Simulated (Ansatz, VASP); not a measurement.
# One calculation of PbSe, two programs

POSCAR

```
PbSe
1.0
    0.0000000000      3.4232041400      3.4232041400
    3.4232041400      0.0000000000      3.4232041400
    3.4232041400      3.4232041400      0.0000000000
Pb Se
1 1
Direct
    0.0000000000      0.0000000000      0.0000000000
    0.2500000000      0.2500000000      0.2500000000
```

The input INCAR.step1:

```
SYSTEM = PbSe
ALGO = Normal ; EDIFF = 1E-5
ENCUT = 520 ; GGA = PE
ISIF = 2 ; ISMEAR = 0
LASPH = .True. ; LCHARG = .False.
LREAL = .False. ; LWAVE = .True.
NBANDS = 17 ; NELM = 60
PREC = Accurate ; SIGMA = 0.01
```

The input INCAR.step2:

```
SYSTEM = PbSe
ALGO = Normal ; EDIFF = 1E-7
ENCUT = 520 ; GGA = PE
HFSCREEN = 0.2079 ; ISIF = 2
ISMEAR = 0 ; ISTART = 1
LASPH = .True. ; LCHARG = .False.
LHFCALC = .True. ; LREAL = .False.
LWAVE = .False. ; NBANDS = 17
NELM = 60 ; PREC = Accurate
PRECFOCK = Normal ; SIGMA = 0.01
```

File KPOINTS:

```
k-points
0
Gamma
  4 4 4
  0 0 0
```

Input for Ansatz:

```yaml
crystal:
  lattice:
    - [0.0, 3.42320414, 3.42320414]
    - [3.42320414, 0.0, 3.42320414]
    - [3.42320414, 3.42320414, 0.0]
  atoms:
    - { symbol: Pb, position: [0.0, 0.0, 0.0] }
    - { symbol: Se, position: [0.25, 0.25, 0.25] }
kpoints:
  mp_grid: { grid: [4, 4, 4] }
hamiltonian:
  xc: hse06
scf:
  occupations: { method: fixed }
  n_extra_bands: 4
output:
  forces: true
  stress: true
  eigenvalues: true
  write_density: true
  write_potential: true
  elf: true
  volumetric_format: npy
```

Alike in both runs: task single point; functional HSE06; k mesh 4 × 4 × 4; no spin polarisation.

|  | VASP | Ansatz |
| --- | --- | --- |
| version | VASP 6.6.1 | Ansatz 0.2.0 |
| potentials or method | VASP PAW PBE potentials, release 64 (Pb_d, Se) | plane waves, PAW |
| plane-wave cutoff (eV) | 520 | 420 |
| occupations | gaussian, width 0.01 eV | fixed |
| valence electrons in the cell | 20 | 30 |

Ansatz gave:

- gap on the k mesh at the Fermi level (eV): 1.06
- pressure (GPa): 0.1

Problem. What did VASP give for the same quantities?

Solution. gap on the k mesh at the Fermi level (eV): 1.07; pressure (GPa): 0.0.

VASP's potentials hold 20 valence electrons a cell and Ansatz's 30, so a difference there can come from the potentials and not from the codes. Ansatz's warnings: stress exchange threshold loose, stress scf threshold loose.

Neither program's run includes spin-orbit coupling.
